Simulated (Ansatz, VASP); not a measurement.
# SiC in VASP and in Ansatz

```
Si C
1.0
     0.00000    4.38000    4.38000
     2.19000    0.00000    2.19000
     2.19000    0.00000   -2.19000
Si C
2 2
Direct
  0.00000 0.00000 0.00000
  0.50000 0.00000 0.00000
  0.25000 0.25000 0.25000
  0.75000 0.25000 0.25000
```

Alike in both runs: task single point; functional PBE; k mesh 3 × 6 × 6; no spin polarisation.

```csv
,VASP,Ansatz
version,VASP 6.6.1,Ansatz 0.2 development build
potentials or method,"VASP PAW PBE potentials, release 64 (Si, C), cutoff 600 eV","all-electron full-potential LAPW, scalar-relativistic"
occupations,"gaussian, width 0.01 eV",fixed
```

|  | VASP | Ansatz | Ansatz less VASP |
| --- | --- | --- | --- |
| gap on the k mesh at the Fermi level (eV) | 1.37 | 1.37 | +0.001 |
| pressure (GPa) | -0.2 | 0.0 | +0.20 |

Ansatz ran all-electron here, and VASP with PAW potentials.

The k mesh is coarse, so the values compare programs but aren't converged.
